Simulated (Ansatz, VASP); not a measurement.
**CaSi2N3 in VASP and in Ansatz**

Contents of INCAR:

```
ALGO = Normal
EDIFF = 1E-6
ENCUT = 520
GGA = PE
ISIF = 2
ISMEAR = 0
ISPIN = 2
LASPH = T
LCHARG = F
LORBIT = 11
LREAL = F
LWAVE = F
MAGMOM = 0 0 0 1 1 1
NBANDS = 30
NELM = 150
PREC = Accurate
SIGMA = 0.1
```

Contents of KPOINTS:

```
k-points
0
Gamma
  6 6 6
```

POSCAR

```
CaSi2N3
1.0
    5.3175034300      0.0000000000      0.0000000000
   -2.6587517100      4.6050930500      0.0000000000
    0.0000000000      0.0000000000      3.2214362700
Ca Si N
1 2 3
Direct
    0.0000000000      0.0000000000      0.0000000000
    0.3333333300      0.6666666700      0.0000000000
    0.6666666700      0.3333333300      0.0000000000
    0.5000000000      0.0000000000      0.5000000000
    0.5000000000      0.5000000000      0.5000000000
    0.0000000000      0.5000000000      0.5000000000
```

Input for Ansatz:

```yaml
crystal:
  lattice:
    - [5.31750343, 0.0, 0.0]
    - [-2.65875171, 4.60509305, 0.0]
    - [0.0, 0.0, 3.22143627]
  atoms:
    - { symbol: Ca, position: [0.0, 0.0, 0.0] }
    - { symbol: Si, position: [0.33333333, 0.66666667, 0.0] }
    - { symbol: Si, position: [0.66666667, 0.33333333, 0.0] }
    - { symbol: "N", position: [0.5, 0.0, 0.5], spin: 1.0 }
    - { symbol: "N", position: [0.5, 0.5, 0.5], spin: 1.0 }
    - { symbol: "N", position: [0.0, 0.5, 0.5], spin: 1.0 }
basis:
  ecutwfc: 420
kpoints:
  mp_grid: { grid: [6, 6, 6] }
hamiltonian:
  xc: pbe
scf:
  occupations: { method: gaussian, width: 0.1 }
  lower_state_search: "off"
output:
  forces: true
  stress: true
  eigenvalues: true
  populations: true
magnetization:
  spin_polarized: true
```

Change from the starting cell: species swapped into the YbCo3B2 type (P6/mmm, No. 191).

Alike in both runs: task single point; functional PBE; k mesh 6 × 6 × 6; occupations gaussian, width 0.1 eV; collinear spin.

|  | VASP | Ansatz |
| --- | --- | --- |
| version | VASP 6.6.1 | Ansatz 0.2.0 |
| potentials or method | VASP PAW PBE potentials, release 64 (Ca_sv, Si, N), cutoff 520 eV | scalar-relativistic, plane waves, PAW |
| valence electrons in the cell | 33 | 33 |

Ansatz gave:

```
gap on the k mesh at the Fermi level (eV)                     : none
pressure (GPa)                                                : -17.6
traceless stress, the component that is largest in VASP (GPa) : -41.19
net moment per atom (μB)                                      : 0.00
```

Task: Which values does VASP return?

Result: gap on the k mesh at the Fermi level (eV): none; pressure (GPa): -17.5; traceless stress, the component that is largest in VASP (GPa): -41.10; net moment per atom (μB): 0.00.

A gap of «none» marks a metal or a gap that the smearing closes. Ansatz's warnings: seeded moment not kept.
